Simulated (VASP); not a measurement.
# HfC (NiAs type) (P6_3/mmc) in VASP: notebook

The runs below take HfC (NiAs type) through single point, with PBE.

Program: VASP 6.6.1. These are calculated values, not measurements. Logs are shortened: lines on timing, memory, paths and dates and some standing lists are left out, and cuts for length are marked.

### Step 1. The cell of the first run

It takes space group P6_3/mmc (No. 194, hexagonal). Conventional cell: a = 2.698 Å, b = 2.698 Å, c = 5.034 Å, α = 90.00°, β = 90.00°, γ = 120.00°. Hf (site symmetry -3m) has 6 C at 2.00 Å and 8 Hf at 2.52 to 2.70 Å within 2.7 Å. Within 2.7 Å of C (site symmetry -6m2) lie 6 Hf at 2.00 Å and 6 C at 2.70 Å.

### Step 2. Single point, PBE

Input file INCAR:

```
PREC = Accurate
ENCUT = 520
EDIFF = 1E-7
ISMEAR = -1
SIGMA = 0.05
LREAL = F
LASPH = T
NELM = 60
ALGO = Normal
ISIF = 2
LWAVE = F
LCHARG = T
GGA = PE
LELF = T
LVHAR = T
NBANDS = 22
```

Input file KPOINTS:

```
Automatic mesh
0
Gamma
  11 11 6
```

Input file POSCAR:

```
HfC
1.0
    2.6983084381      0.0000000000      0.0000000000
   -1.3491542191      2.3368036547      0.0000000000
    0.0000000000      0.0000000000      5.0343655730
Hf C
2 2
Direct
    0.0000000000      0.0000000000      0.0000000000
    0.0000000000      0.0000000000      0.5000000000
    0.3333333333      0.6666666667      0.2500000000
    0.6666666667      0.3333333333      0.7500000000
```

Potentials or basis: VASP PAW PBE potentials, release 64 (Hf_pv, C).

On the command line:

```console
$ cat potpaw_PBE.64/Hf_pv/POTCAR potpaw_PBE.64/C/POTCAR > POTCAR
$ mpirun -np 1 vasp_std > vasp.out
```

OUTCAR:

```text
PREC = Accurate
   ENCUT = 520
   EDIFF = 1E-7
   ISMEAR = -1
   LREAL = F
   LASPH = T
   NELM = 60
   ISIF = 2
   GGA = PE

 ion  position               nearest neighbor table
   1  0.000  0.000  0.000-   3 2.00   4 2.00   4 2.00   3 2.00   4 2.00   3 2.00   2 2.52   2 2.52
                             2 3.69   2 3.69   2 3.69   2 3.69   2 3.69   2 3.69   2 3.69   2 3.69
   2  0.000  0.000  0.500-   3 2.00   4 2.00   4 2.00   3 2.00   4 2.00   3 2.00   1 2.52   1 2.52
                             1 3.69   1 3.69   1 3.69   1 3.69   1 3.69   1 3.69   1 3.69   1 3.69
   3  0.333  0.667  0.250-   1 2.00   2 2.00   1 2.00   2 2.00   1 2.00   2 2.00
   4  0.667  0.333  0.750-   1 2.00   2 2.00   1 2.00   2 2.00   1 2.00   2 2.00

  LATTYP: Found a hexagonal cell.
 ALAT       =     2.6983084381
 C/A-ratio  =     1.8657487417

  Lattice vectors:

 A1 = (   2.6983084381,   0.0000000000,   0.0000000000)
 A2 = (  -1.3491542191,   2.3368036547,   0.0000000000)
 A3 = (   0.0000000000,   0.0000000000,   5.0343655730)

Analysis of symmetry for initial positions (statically):
=====================================================================
 Subroutine PRICEL returns:
 Original cell was already a primitive cell.

 Routine SETGRP: Setting up the symmetry group for a
 hexagonal supercell.

 Subroutine GETGRP returns: Found 24 space group operations
 (whereof 12 operations were pure point group operations)
 out of a pool of 24 trial point group operations.

The static configuration has the point symmetry D_3d.
 The point group associated with its full space group is D_6h.

Analysis of symmetry for dynamics (positions and initial velocities):
=====================================================================
 Subroutine PRICEL returns:
 Original cell was already a primitive cell.

 Routine SETGRP: Setting up the symmetry group for a
 hexagonal supercell.

 Subroutine GETGRP returns: Found 24 space group operations
 (whereof 12 operations were pure point group operations)
 out of a pool of 24 trial point group operations.

The dynamic configuration has the point symmetry D_3d.
 The point group associated with its full space group is D_6h.

 Subroutine INISYM returns: Found 24 space group operations
 (whereof 12 operations are pure point group operations),
 and found     1 'primitive' translations

----------------------------------------------------------------------------------------

                                     Primitive cell

  volume of cell :      31.7438

  direct lattice vectors                    reciprocal lattice vectors
[... 93 lines left out ...]
   EDIFFG = 0.1E-05   stopping-criterion for IOM
   NSW    =      0    number of steps for IOM
   IBRION =     -1    ionic relax: 0-MD 1-quasi-New 2-CG
   NFREE  =      0    steps in history (QN), initial steepest desc. (CG)
   ISIF   =      2    stress and relaxation
   ISYM   =      2    0-nonsym 1-usesym 2-fastsym
   POTIM  = 0.5000    time-step for ionic-motion
   TEBEG  =    0.0;   TEEND  =   0.0 temperature during run
   PSTRESS=    0.0 pullay stress
   NELECT =      28.0000    total number of electrons
   NUPDOWN=      -1.0000    fix difference up-down
   EMIN   =  10.00;   EMAX   =-10.00  energy-range for DOS
   EFERMI =   0.00;   METHOD = LEGACY
   ISMEAR =    -1;   SIGMA  =   0.05  broadening in eV -4-tet -1-fermi 0-gaus
   EFERMI_NEDOS =   21; number of points for ismear=-14 and -15
   IALGO  =     38    algorithm
   IMIX   =      4    mixing-type and parameters
     AMIX     =   0.40;   BMIX     =  1.00
     AMIX_MAG =   1.60;   BMIX_MAG =  1.00
  volume/ion in A,a.u.               =       7.94        53.55
  Fermi-wavevector in a.u.,A,eV,Ry     =   1.570030  2.966927 33.538288  2.464995
  Thomas-Fermi vector in A             =   2.671824
   LORBIT       =      0    0 simple, 1 ext, 2 COOP (PROOUT), +10 PAW based schemes
   GGA     = PE    functional components
   LHFCALC =     F    Hartree Fock is set to
   AEXX    =    0.0000 exact exchange contribution
   IVDW    =     0    specifies the selected vdW correction
   LEPSILON=     F    determine dielectric tensor
   LRPA    =     F    only Hartree local field effects (RPA)
 non-spin polarized calculation
  energy-cutoff  :      520.00
  volume of cell :       31.74
 maximum number of plane-waves:       872
 NGX is ok and might be reduce to    20
   NGX =  9   NGY =  9   NGZ = 19

 number of electron      28.0000002 magnetization

 Free energy of the ion-electron system (eV)
  ---------------------------------------------------
  ext. energy  EPLUGINS =         0.00000000
  ---------------------------------------------------
  free energy    TOTEN  =       -27.26862551 eV

  energy without entropy =      -27.25762265  energy(sigma->0) =      -27.26312408

 E-fermi :  10.4675     XC(G=0): -14.6996

 val. band max:       10.4603486248   @ k =   0.1818   0.1818   0.1667
 cond. band min:      10.5157576982   @ k =   0.2727   0.1818   0.0000
 fundamental gap:      0.0554090735
 Fermi energy:        10.4675018732

 k-point     1 :       0.0000    0.0000    0.0000
  band No.  band energies     occupation
      1     -21.2108      2.00000
      2     -17.5629      2.00000
      3     -17.5629      2.00000
      4     -17.3900      2.00000
      5     -17.1273      2.00000
      6     -17.1273      2.00000
[... 589 lines left out ...]
     21      20.8387      0.00000
     22      22.0665      0.00000

 [... further k-points ...]

------------------------ aborting loop because EDIFF is reached ----------------------------------------

  FORCE on cell =-STRESS in cart. coord.  units (eV):
  Direction    XX          YY          ZZ          XY          YZ          ZX
  --------------------------------------------------------------------------------------
  -------------------------------------------------------------------------------------
  Total       56.2722355     56.2722355     55.6985676     -0.0000000      0.0000000      0.0000000
  in kB     2840.1821106   2840.1821108   2811.2278414     -0.0000001      0.0000000      0.0000000
  external PRESSURE =    2830.5306876 kB  Pullay stress =       0.0000000 kB

 VOLUME and BASIS-vectors are now :
 -----------------------------------------------------------------------------
  energy-cutoff  :      520.00
  volume of cell :       31.74
      direct lattice vectors                 reciprocal lattice vectors
     2.698308438  0.000000000  0.000000000     0.370602555  0.213967485  0.000000000
    -1.349154219  2.336803655  0.000000000     0.000000000  0.427934969  0.000000000
     0.000000000  0.000000000  5.034365573     0.000000000  0.000000000  0.198634761

 POSITION                                       TOTAL-FORCE (eV/Angst)
 -----------------------------------------------------------------------------------
      0.00000      0.00000      0.00000         0.000000      0.000000      0.000000
      0.00000      0.00000      2.51718         0.000000      0.000000      0.000000
     -0.00000      1.55787      1.25859        -0.000000      0.000000      0.000000
      1.34915      0.77893      3.77577         0.000000     -0.000000     -0.000000
 -----------------------------------------------------------------------------------
    total drift:                               -0.000000      0.000000      0.000000

  FREE ENERGIE OF THE ION-ELECTRON SYSTEM (eV)
  ---------------------------------------------------
  free  energy   TOTEN  =       -27.2686255113 eV

  energy  without entropy=      -27.2576226489  energy(sigma->0) =      -27.26312408
```

Wall time 71 s (1 thread of Intel Xeon 8259CL, shared host); peak memory 0.18 GiB.

What came out:

- Free energy: -27.2686 eV
- Pressure: 283.1 GPa
- Band gap on the k mesh: zero (bands 14 and 15 overlap by 2.20 eV)

Stress tensor (GPa, compression positive):
```
284.02   0.00   0.00
  0.00 284.02   0.00
  0.00   0.00 281.12
```

Levels at points of the mesh, in eV from the Fermi level:
```tsv
k point	band 11	band 12	band 13	band 14	band 15	band 16	band 17	band 18
(0.00, 0.00, 0.00)	-4.10	-3.46	0.85	1.63	1.63	2.24	2.24	2.54
(0.00, 0.00, 0.50)	-2.42	-2.42	-2.42	-2.42	3.28	3.28	4.31	4.31
```

Caveat: the cell stands under pressure; spin-orbit coupling is left out, which moves the levels of the heavy elements.

### Step 3. Single point, PBE

Input file INCAR:

```
SYSTEM = HfC
PREC = Accurate
ENCUT = 520
EDIFF = 1E-6
ISMEAR = -1
SIGMA = 0.05
LREAL = .FALSE.
LASPH = .TRUE.
NELM = 100
ALGO = Normal
ISIF = 2
LWAVE = .FALSE.
LCHARG = .TRUE.
GGA = PE
LELF = .TRUE.
LVHAR = .TRUE.
NBANDS = 22
```

Input file KPOINTS:

```
Automatic mesh
0
G
  11 11 6
  0 0 0
```

POSCAR is that of step 2.

Potentials or basis: VASP PAW PBE potentials, release 64 (Hf_pv, C).

On the command line:

```console
$ cat potpaw_PBE.64/Hf_pv/POTCAR potpaw_PBE.64/C/POTCAR > POTCAR
$ mpirun -np 1 vasp_std > vasp.out
```

OUTCAR:

```text
SYSTEM = HfC
   PREC = Accurate
   ENCUT = 520
   EDIFF = 1E-6
   ISMEAR = -1
   LREAL = .FALSE.
   LASPH = .TRUE.
   NELM = 100
   ISIF = 2
   GGA = PE

 ion  position               nearest neighbor table
   1  0.000  0.000  0.000-   3 2.00   4 2.00   4 2.00   3 2.00   4 2.00   3 2.00   2 2.52   2 2.52
                             2 3.69   2 3.69   2 3.69   2 3.69   2 3.69   2 3.69   2 3.69   2 3.69
   2  0.000  0.000  0.500-   3 2.00   4 2.00   4 2.00   3 2.00   4 2.00   3 2.00   1 2.52   1 2.52
                             1 3.69   1 3.69   1 3.69   1 3.69   1 3.69   1 3.69   1 3.69   1 3.69
   3  0.333  0.667  0.250-   1 2.00   2 2.00   1 2.00   2 2.00   1 2.00   2 2.00
   4  0.667  0.333  0.750-   1 2.00   2 2.00   1 2.00   2 2.00   1 2.00   2 2.00
[... 805 lines left out ...]
  -------------------------------------------------------------------------------------
  Total       56.2716938     56.2716938     55.6967808     -0.0000000     -0.0000000      0.0000000
  in kB     2840.1547669   2840.1547670   2811.1376575     -0.0000001     -0.0000000      0.0000000
  external PRESSURE =    2830.4823971 kB  Pullay stress =       0.0000000 kB

 VOLUME and BASIS-vectors are now :
 -----------------------------------------------------------------------------
  energy-cutoff  :      520.00
  volume of cell :       31.74
      direct lattice vectors                 reciprocal lattice vectors
     2.698308438  0.000000000  0.000000000     0.370602555  0.213967485  0.000000000
    -1.349154219  2.336803655  0.000000000     0.000000000  0.427934969  0.000000000
     0.000000000  0.000000000  5.034365573     0.000000000  0.000000000  0.198634761

 POSITION                                       TOTAL-FORCE (eV/Angst)
 -----------------------------------------------------------------------------------
      0.00000      0.00000      0.00000         0.000000      0.000000      0.000000
      0.00000      0.00000      2.51718         0.000000      0.000000      0.000000
     -0.00000      1.55787      1.25859        -0.000000      0.000000      0.000000
      1.34915      0.77893      3.77577        -0.000000     -0.000000     -0.000000
 -----------------------------------------------------------------------------------
    total drift:                                0.000000      0.000000      0.000000

  FREE ENERGIE OF THE ION-ELECTRON SYSTEM (eV)
  ---------------------------------------------------
  free  energy   TOTEN  =       -27.2686258214 eV

  energy  without entropy=      -27.2576227959  energy(sigma->0) =      -27.26312431
```

Wall time 55 s (1 thread of Intel Xeon 8259CL, shared host); peak memory 0.17 GiB.

Results:

```
Free energy            : -27.2686 eV
Pressure               : 283.0 GPa
Band gap on the k mesh : zero (bands 14 and 15 overlap by 2.20 eV)
```

Levels at points of the mesh, in eV from the Fermi level:
```csv
k point,band 10,band 11,band 12,band 13,band 14,band 15,band 16,band 17,band 18,band 19
"(0.00, 0.00, 0.00)",-4.10,-4.10,-3.45,0.85,1.63,1.63,2.24,2.24,2.54,2.54
"(0.00, 0.00, 0.50)",-3.91,-2.42,-2.42,-2.42,-2.42,3.28,3.28,4.31,4.31,4.31
```

Caveat: the cell stands under pressure; spin-orbit coupling is left out, which moves the levels of the heavy elements.
